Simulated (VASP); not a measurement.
Write the native input for VASP 6.6.1 that does the following.

- Task: single point
- Functional: PBE
- Potentials or basis: VASP PAW PBE potentials, release 64 (Sc_sv, Ga_d, N)
- Cutoff: 520 eV
- k mesh: 12 × 12 × 4
- Occupations: gaussian, width 0.02 eV
- Spin: no spin polarisation
- Dipole correction: no
- Further INCAR settings: ALGO = Normal; EDIFF = 1e-06; NBANDS = 35

The structure of ScGa2N3 lies in POSCAR:

```
ScGa2N3
1.0
    3.2952719467      0.0000000000      0.0000000000
   -1.6476359733      2.8537892182      0.0000000000
    0.0000000000      0.0000000000      8.1128132344
Sc Ga N
1 2 3
Direct
    0.0000000000      0.0000000000      0.9983834629
    0.6666666667      0.3333333333      0.6616490924
    0.3333333333      0.6666666667      0.3403749193
    0.6666666667      0.3333333333      0.9044897437
    0.0000000000      0.0000000000      0.2612734747
    0.3333333333      0.6666666667      0.5838293069
```

One way to write it, as run:

INCAR

```
ALGO = Normal
EDIFF = 1E-6
ENCUT = 520
GGA = PE
ISIF = 2
ISMEAR = 0
LASPH = T
LCHARG = F
LREAL = F
LWAVE = F
NBANDS = 35
NELM = 100
PREC = Accurate
SIGMA = 0.02
```

KPOINTS

```
k-points
0
Gamma
  12 12 4
```

Potentials or basis: VASP PAW PBE potentials, release 64 (Sc_sv, Ga_d, N).

Launch:

```console
$ cat potpaw_PBE.64/Sc_sv/POTCAR potpaw_PBE.64/Ga_d/POTCAR potpaw_PBE.64/N/POTCAR > POTCAR
$ mpirun -np 1 vasp_std > vasp.out
```

Results of the run:

```
Pressure               : 0.4 GPa
Largest force          : 0.055 eV/Å
Band gap on the k mesh : 1.88 eV, indirect (least direct gap 1.94 eV)
```

It took 4.7 min on 1 thread of Oxide Virtual Turin-like Processor, on a shared host, peak memory 0.28 GiB.
